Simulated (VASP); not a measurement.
# CsLiCr2Te2S3 (Cm) in VASP: relaxation of cell and atoms with PBE+D3

Aim: the relaxation of cell and atoms of CsLiCr2Te2S3 with PBE+D3.

Everything below comes from runs of VASP 6.6.1. Logs are shortened: lines on timing, memory, paths and dates and some standing lists are left out, and cuts for length are marked.

### 1 The cell of the first run

Symmetry: Cm, No. 8, monoclinic system. The conventional cell has a = 6.843 Å, b = 10.361 Å, c = 7.978 Å, α = 90.00°, β = 111.21°, γ = 90.00°. Within 4.7 Å of Cs (site symmetry m) lie 6 S at 3.58 to 4.55 Å and 2 Li at 4.01 to 4.44 Å and 6 Te at 4.15 to 4.36 Å and 6 Cr at 4.63 to 4.67 Å. Within 3.3 Å of Li (site symmetry m) lie 3 S at 2.42 to 2.56 Å and 2 Te at 3.02 Å and 4 Cr at 3.10 to 3.27 Å. Cr (site symmetry 1) has 3 S at 2.20 to 2.25 Å and 1 Te at 2.51 Å within 2.9 Å. Te (site symmetry 1) has 1 Cr at 2.51 Å and 1 Li at 3.02 Å and 1 Te at 3.20 Å within 3.3 Å. S (site symmetry 1) has 2 Cr at 2.24 to 2.25 Å and 1 Li at 2.56 Å within 3.0 Å. Within 2.9 Å of S (site symmetry m) lie 2 Cr at 2.20 Å and 1 Li at 2.42 Å.

### 2 Relaxation of cell and atoms, PBE+D3, collinear spin, ferromagnetic start

File INCAR:

```
SYSTEM = CsLiCr2Te2S3
  ALGO = Normal
  EDIFF = 1E-6
  EDIFFG = -0.02
  ENCUT = 600
  GGA = PE
  IBRION = 2
  ISIF = 3
  ISMEAR = -1
  ISPIN = 2
  IVDW = 11
  KPAR = 4
  LASPH = .TRUE.
  LCHARG = .FALSE.
  LMAXMIX = 4
  LORBIT = 11
  LREAL = .FALSE.
  LWAVE = .FALSE.
  MAGMOM = 0 0 3 3 0 0 0 0 0
  NELM = 120
  NSW = 40
  PREC = Accurate
  SIGMA = 0.05
```

File KPOINTS:

```
k-points
0
G
  5 5 4
  0 0 0
```

File POSCAR:

```
CsLiCr2Te2S3
1.0
    3.4216200000     -5.1806900000      0.0078400000
    3.4216200000      5.1806900000      0.0078400000
   -2.9041100000      0.0000000000      7.4309300000
Cs Li Cr Te S
1 1 2 2 3
Direct
    0.0937400000      0.0937400000      0.0085300000
    0.5887500000      0.5887500000      0.5533600000
    0.0564600000      0.4675500000      0.5579000000
    0.4675500000      0.0564600000      0.5579000000
    0.5648600000      0.8735700000      0.2903500000
    0.8735700000      0.5648600000      0.2903500000
    0.8115100000      0.3969700000      0.7334700000
    0.3969700000      0.8115100000      0.7334700000
    0.2140400000      0.2140400000      0.4837100000
```

Potentials or basis: VASP PAW PBE potentials, release 64 (Cs_sv, Li_sv, Cr_pv, Te, S).

Command:

```
$ cat potpaw_PBE.64/Cs_sv/POTCAR potpaw_PBE.64/Li_sv/POTCAR potpaw_PBE.64/Cr_pv/POTCAR potpaw_PBE.64/Te/POTCAR potpaw_PBE.64/S/POTCAR > POTCAR
$ mpirun -np 4 vasp_std > vasp.out
```

OUTCAR:

```text
SYSTEM = CsLiCr2Te2S3
   EDIFF = 1E-6
   EDIFFG = -0.02
   ENCUT = 600
   GGA = PE
   IBRION = 2
   ISIF = 3
   ISMEAR = -1
   ISPIN = 2
   IVDW = 11
   LASPH = .TRUE.
   LORBIT = 11
   LREAL = .FALSE.
   NELM = 120
   NSW = 40
   PREC = Accurate
 IVDW          = 11

 ion  position               nearest neighbor table
   1  0.094  0.094  0.009-
   2  0.589  0.589  0.553-   9 2.42   8 2.56   7 2.56   6 3.02   5 3.02
   3  0.056  0.468  0.558-   9 2.20   7 2.24   8 2.25   6 2.51
   4  0.468  0.056  0.558-   9 2.20   8 2.24   7 2.25   5 2.51
   5  0.565  0.874  0.290-   4 2.51   2 3.02   6 3.20
   6  0.874  0.565  0.290-   3 2.51   2 3.02   5 3.20
   7  0.812  0.397  0.733-   3 2.24   4 2.25   2 2.56
   8  0.397  0.812  0.733-   4 2.24   3 2.25   2 2.56
   9  0.214  0.214  0.484-   3 2.20   4 2.20   2 2.42

  LATTYP: Found a base centered monoclinic cell.
 ALAT       =     6.8432579639
 B/A-ratio  =     1.5141004555
 C/A-ratio  =     1.1658564481
 COS(beta)  =    -0.3618680181

  Lattice vectors:

 A1 = (   3.4216200000,  -5.1806900000,   0.0078400000)
 A2 = (   3.4216200000,   5.1806900000,   0.0078400000)
 A3 = (  -2.9041100000,   0.0000000000,   7.4309300000)

Analysis of symmetry for initial positions (statically):
=====================================================================
 Subroutine PRICEL returns:
 Original cell was already a primitive cell.

 Routine SETGRP: Setting up the symmetry group for a
 base centered monoclinic supercell.

 Subroutine GETGRP returns: Found  2 space group operations
 (whereof  2 operations were pure point group operations)
 out of a pool of  4 trial point group operations.

The static configuration has the point symmetry C_1h.

Analysis of symmetry for dynamics (positions and initial velocities):
=====================================================================
 Subroutine PRICEL returns:
 Original cell was already a primitive cell.

 Routine SETGRP: Setting up the symmetry group for a
 base centered monoclinic supercell.

 Subroutine GETGRP returns: Found  2 space group operations
 (whereof  2 operations were pure point group operations)
 out of a pool of  4 trial point group operations.

The dynamic configuration has the point symmetry C_1h.

Analysis of structural, dynamic, and magnetic symmetry:
=====================================================================
 Subroutine PRICEL returns:
 Original cell was already a primitive cell.

 Routine SETGRP: Setting up the symmetry group for a
 base centered monoclinic supercell.

 Subroutine GETGRP returns: Found  2 space group operations
 (whereof  2 operations were pure point group operations)
 out of a pool of  4 trial point group operations.

The overall configuration has the point symmetry C_1h.

 Subroutine INISYM returns: Found  2 space group operations
 (whereof  2 operations are pure point group operations),
 and found     1 'primitive' translations

----------------------------------------------------------------------------------------

                                     Primitive cell

  volume of cell :     263.6825

  direct lattice vectors                    reciprocal lattice vectors
     3.421620000 -5.180690000  0.007840000     0.145998873 -0.096512241  0.057058374
     3.421620000  5.180690000  0.007840000     0.145998873  0.096512241  0.057058374
    -2.904110000  0.000000000  7.430930000    -0.000308072  0.000000000  0.134452259

  length of vectors
     6.208630587  6.208630587  7.978256423     0.184081345  0.184081345  0.134452612

  position of ions in fractional coordinates (direct lattice)
     0.093740000  0.093740000  0.008530000
     0.588750000  0.588750000  0.553360000
     0.056460000  0.467550000  0.557900000
     0.467550000  0.056460000  0.557900000
     0.564860000  0.873570000  0.290350000
     0.873570000  0.564860000  0.290350000
     0.811510000  0.396970000  0.733470000
     0.396970000  0.811510000  0.733470000
     0.214040000  0.214040000  0.483710000

  ion indices of the primitive-cell ions
   primitive index   ion index
                 1           1
                 2           2
                 3           3
                 4           4
                 5           5
[... 26 lines left out ...]
 Subroutine IBZKPT returns following result:
 ===========================================

 Found     33 irreducible k-points:

 Following reciprocal coordinates:
            Coordinates               Weight
  0.000000  0.000000  0.000000      1.000000
  0.200000  0.000000  0.000000      4.000000
  0.400000  0.000000  0.000000      4.000000
  0.200000  0.200000  0.000000      2.000000
  0.400000  0.200000  0.000000      4.000000
 -0.400000  0.200000 -0.000000      4.000000
[... 16 lines left out ...]
 -0.200000 -0.400000  0.250000      4.000000
 -0.200000 -0.200000  0.250000      2.000000
 [... further k-points ...]
   k-points           NKPTS =     33   k-points in BZ     NKDIM =     33   number of bands    NBANDS=     42
   number of dos      NEDOS =    301   number of ions     NIONS =      9
   total plane-waves  NPLWV = 160000
   dimension x,y,z NGX =    50 NGY =   50 NGZ =   64
   dimension x,y,z NGXF=   100 NGYF=  100 NGZF=  128
   ions per type =               1   1   2   2   3
   NGX,Y,Z   is equivalent  to a cutoff of  13.39, 13.39, 13.34 a.u.
   NGXF,Y,Z  is equivalent  to a cutoff of  26.78, 26.78, 26.67 a.u.
 SYSTEM =  CsLiCr2Te2S3
   PREC   = accura    normal or accurate (medium, high low for compatibility)
   ISTART =      0    job   : 0-new  1-cont  2-samecut
   ICHARG =      2    charge: 1-file 2-atom 10-const
   ISPIN  =      2    spin polarized calculation?
   LNONCOLLINEAR =      F non collinear calculations
   LSORBIT =      F    spin-orbit coupling
   LASPH  =      T    aspherical Exc in radial PAW
   ENCUT  =  600.0 eV  44.10 Ry    6.64 a.u.  12.40 12.40 15.93*2*pi/ulx,y,z
   NELM   =    120;   NELMIN=  2; NELMDL= -5     # of ELM steps
   EDIFF  = 0.1E-05   stopping-criterion for ELM
   LREAL  =      F    real-space projection
   EDIFFG = -.2E-01   stopping-criterion for IOM
   NSW    =     40    number of steps for IOM
   IBRION =      2    ionic relax: 0-MD 1-quasi-New 2-CG
   NFREE  =      1    steps in history (QN), initial steepest desc. (CG)
   ISIF   =      3    stress and relaxation
   ISYM   =      2    0-nonsym 1-usesym 2-fastsym
   POTIM  = 0.5000    time-step for ionic-motion
   TEBEG  =    0.0;   TEEND  =   0.0 temperature during run
   PSTRESS=    0.0 pullay stress
   NELECT =      66.0000    total number of electrons
   NUPDOWN=      -1.0000    fix difference up-down
   EMIN   =  10.00;   EMAX   =-10.00  energy-range for DOS
   EFERMI =   0.00;   METHOD = LEGACY
   ISMEAR =    -1;   SIGMA  =   0.05  broadening in eV -4-tet -1-fermi 0-gaus
   EFERMI_NEDOS =   21; number of points for ismear=-14 and -15
   IALGO  =     38    algorithm
   IMIX   =      4    mixing-type and parameters
     AMIX     =   0.40;   BMIX     =  1.00
     AMIX_MAG =   1.60;   BMIX_MAG =  1.00
  volume/ion in A,a.u.               =      29.30       197.71
  Fermi-wavevector in a.u.,A,eV,Ry     =   1.031721  1.949670 14.482705  1.064449
  Thomas-Fermi vector in A             =   2.165883
   LORBIT       =     11    0 simple, 1 ext, 2 COOP (PROOUT), +10 PAW based schemes
   GGA     = PE    functional components
   LHFCALC =     F    Hartree Fock is set to
   AEXX    =    0.0000 exact exchange contribution
   IVDW    =    11    specifies the selected vdW correction
   LEPSILON=     F    determine dielectric tensor
   LRPA    =     F    only Hartree local field effects (RPA)
 conjugate gradient relaxation of ions
 spin polarized calculation
  energy-cutoff  :      600.00
  volume of cell :      263.68
 maximum number of plane-waves:      8830
 NGX is ok and might be reduce to    50
   NGX = 25   NGY = 25   NGZ = 31

--------------------------------------- Ionic step        1  -------------------------------------------

 number of electron      65.9999994 magnetization       4.0118976

 Free energy of the ion-electron system (eV)
  ---------------------------------------------------
  ext. energy  EPLUGINS =         0.00000000
  ---------------------------------------------------
  free energy    TOTEN  =       -45.78821108 eV

  energy without entropy =      -45.76099709  energy(sigma->0) =      -45.77460409

------------------------ aborting loop because EDIFF is reached ----------------------------------------

 Edisp (eV)   -2.15983

 E8    (eV) :    -1.3932
[... 126 lines left out ...]
  FREE ENERGIE OF THE ION-ELECTRON SYSTEM (eV)
  ---------------------------------------------------
  free  energy   TOTEN  =       -47.9656099406 eV

  energy  without entropy=      -47.9395287542  energy(sigma->0) =      -47.95256935

[... ionic steps 4 to 19 ...]

--------------------------------------- Ionic step       20  -------------------------------------------

 number of electron      66.0000001 magnetization       4.0371224

------------------------ aborting loop because EDIFF is reached ----------------------------------------
[... 89 lines left out ...]
--------------------------------------- Ionic step       22  -------------------------------------------

 number of electron      66.0000001 magnetization       4.0373849

 Free energy of the ion-electron system (eV)
  ---------------------------------------------------
  ext. energy  EPLUGINS =         0.00000000
  ---------------------------------------------------
  free energy    TOTEN  =       -45.73556280 eV

  energy without entropy =      -45.70748108  energy(sigma->0) =      -45.72152194

 E-fermi :   3.6459     XC(G=0):  -8.6526

 val. band max:        3.6458118949   @ k =  -0.2000   0.4000   0.2500
 cond. band min:       3.6751495838   @ k =  -0.4000   0.2000   0.2500
 fundamental gap:      0.0293376889
 Fermi energy:         3.6458818119

 spin component 1

 k-point     1 :       0.0000    0.0000    0.0000
  band No.  band energies     occupation
      1     -42.3038      1.00000
      2     -40.6933      1.00000
      3     -40.6853      1.00000
      4     -40.6609      1.00000
      5     -40.6534      1.00000
      6     -40.5457      1.00000
[... 1069 lines left out ...]
     41       5.4885      0.00000
     42       7.4347      0.00000

 [... further k-points ...]

 spin component 2

 k-point     1 :       0.0000    0.0000    0.0000
  band No.  band energies     occupation
      1     -42.3017      1.00000
      2     -38.3918      1.00000
      3     -38.3895      1.00000
      4     -38.3511      1.00000
      5     -38.3495      1.00000
      6     -38.3196      1.00000
[... 1111 lines left out ...]
  FREE ENERGIE OF THE ION-ELECTRON SYSTEM (eV)
  ---------------------------------------------------
  free  energy   TOTEN  =       -48.0200568174 eV

  energy  without entropy=      -47.9919750953  energy(sigma->0) =      -48.00601596

 reached required accuracy - stopping structural energy minimisation

 total charge

# of ion       s       p       d       tot
------------------------------------------
    1        1.832   4.703   0.030   6.564
    2        2.016   0.052   0.000   2.069
    3        0.336   6.285   4.195  10.816
    4        0.336   6.285   4.195  10.816
    5        1.393   1.956   0.029   3.379
    6        1.393   1.956   0.029   3.379
    7        1.342   2.395   0.000   3.737
    8        1.342   2.395   0.000   3.737
    9        1.342   2.415   0.000   3.757
--------------------------------------------------
tot         11.332  28.442   8.479  48.253

 magnetization (x)

# of ion       s       p       d       tot
------------------------------------------
    1       -0.000  -0.001   0.001  -0.001
    2        0.001   0.000   0.000   0.001
    3        0.027   0.021   2.204   2.251
    4        0.027   0.021   2.204   2.251
    5       -0.007  -0.174   0.003  -0.178
    6       -0.007  -0.174   0.003  -0.178
    7       -0.003  -0.075   0.000  -0.078
    8       -0.003  -0.075   0.000  -0.078
    9        0.001  -0.080   0.000  -0.079
--------------------------------------------------
tot          0.036  -0.537   4.413   3.912
```

It took 74 min on 4 MPI ranks of Intel Xeon Platinum 8488C (Sapphire Rapids), shared host; peak memory 1.1 GiB.

What came out:

* Free energy: -48.0201 eV
* Relaxed volume: 27.43 Å³/atom
* Relaxed cell: a = 6.141 Å, b = 6.141 Å, c = 7.572 Å, α = 100.79°, β = 100.79°, γ = 113.16°
* Space group after relaxing (to 0.1 Å): Cm (No. 8)
* Energy gained by relaxing: 8.0 meV/atom
* Ionic steps: 22
* Pressure after relaxing: 0.0 GPa
* Largest force after relaxing: 0.019 eV/Å
* Band gap on the k mesh: zero (filled and empty bands overlap)
* Net moment: 4.04 μB per cell
* Site moments: Cs -0.00; Li +0.00; Cr +2.25; Te -0.18; S -0.08 μB
* Valence electrons inside the program's atomic spheres: Cs 6.56; Li 2.07; Cr 10.82; Te 3.38; S 3.74, 3.76 (each value once)
* Dispersion energy per atom: -0.254 eV

Forces in eV/Å, atoms in the order of the input:
```
Cs   0.011  0.000  0.013
Li   0.003  0.000  0.003
Cr   0.007  0.015 -0.008
Cr   0.007 -0.015 -0.008
Te  -0.006  0.010  0.011
Te  -0.006 -0.010  0.011
S   -0.007  0.016 -0.007
S   -0.007 -0.016 -0.007
S   -0.003  0.000 -0.007
```

Step by step:
```
step  energy change (eV)  largest force (eV/Å)  pressure (GPa)  volume (Å³)
   1              0.0000                0.1214           -0.84       263.68
   2             -0.0176                0.2059            0.05       257.83
   3             -0.0176                0.2074            0.02       257.80
   4             -0.0260                0.1684            0.03       256.59
   5             -0.0426                0.1560            0.02       252.98
   6             -0.0379                0.3137            0.13       245.85
   7             -0.0467                0.2230            0.05       249.99
   8             -0.0536                0.1085            0.02       249.06
   9             -0.0560                0.1386            0.00       248.12
  10             -0.0602                0.1107            0.03       247.70
  11             -0.0646                0.1420            0.11       246.82
  12             -0.0685                0.0561            0.00       247.29
  13             -0.0689                0.0562           -0.05       247.49
  14             -0.0699                0.0483            0.00       247.29
  15             -0.0701                0.0589            0.05       247.10
  16             -0.0708                0.0314            0.00       247.32
  17             -0.0709                0.0370           -0.01       247.44
  18             -0.0714                0.0233           -0.03       247.41
  19             -0.0716                0.0484           -0.04       247.36
  20             -0.0719                0.0340           -0.03       247.16
  21             -0.0720                0.0213            0.01       246.83
  22             -0.0720                0.0193            0.02       246.88
```

Final structure:
```cif
data_structure
_symmetry_space_group_name_H-M 'P 1'
_symmetry_Int_Tables_number 1
_cell_length_a 6.1408
_cell_length_b 6.1408
_cell_length_c 7.5716
_cell_angle_alpha 100.788
_cell_angle_beta 100.788
_cell_angle_gamma 113.161
_cell_volume 246.88
loop_
_atom_site_label
_atom_site_type_symbol
_atom_site_fract_x
_atom_site_fract_y
_atom_site_fract_z
_atom_site_occupancy
Cs1 Cs 0.10260 0.10260 0.99194 1
Li1 Li 0.58631 0.58631 0.55707 1
Cr1 Cr 0.06079 0.47513 0.56137 1
Cr2 Cr 0.47513 0.06079 0.56137 1
Te1 Te 0.55719 0.86053 0.27680 1
Te2 Te 0.86053 0.55719 0.27680 1
S1 S 0.81112 0.40389 0.74571 1
S2 S 0.40389 0.81112 0.74571 1
S3 S 0.20989 0.20989 0.49224 1
```

Levels at points of the mesh, in eV from the Fermi level:
Spin up:
```csv
k point,band 32,band 33,band 34,band 35,band 36,band 37,band 38,band 39
"(0.00, 0.00, 0.00)",-1.07,-0.75,-0.52,-0.28,-0.27,0.26,0.68,1.19
"(0.00, 0.00, 0.50)",-1.07,-0.79,-0.52,-0.27,-0.13,0.08,0.56,0.69
```
Spin down:
| k point | band 27 | band 28 | band 29 | band 30 | band 31 | band 32 | band 33 | band 34 | band 35 | band 36 |
| --- | --- | --- | --- | --- | --- | --- | --- | --- | --- | --- |
| (0.00, 0.00, 0.00) | -2.27 | -1.95 | -1.56 | -0.72 | -0.63 | 0.65 | 0.83 | 1.06 | 1.09 | 1.50 |
| (0.00, 0.00, 0.50) | -2.42 | -2.30 | -1.67 | -0.75 | -0.61 | 0.67 | 0.78 | 1.09 | 1.14 | 1.38 |

Caveat: the cutoff is under 1.25 times the usual one of these potentials, so pressure, stress and relaxed cells hold a basis-set (Pulay) error; spin-orbit coupling is left out, which moves the levels of the heavy elements; only a ferromagnetic start was run, and an antiferromagnetic order may lie lower in energy.
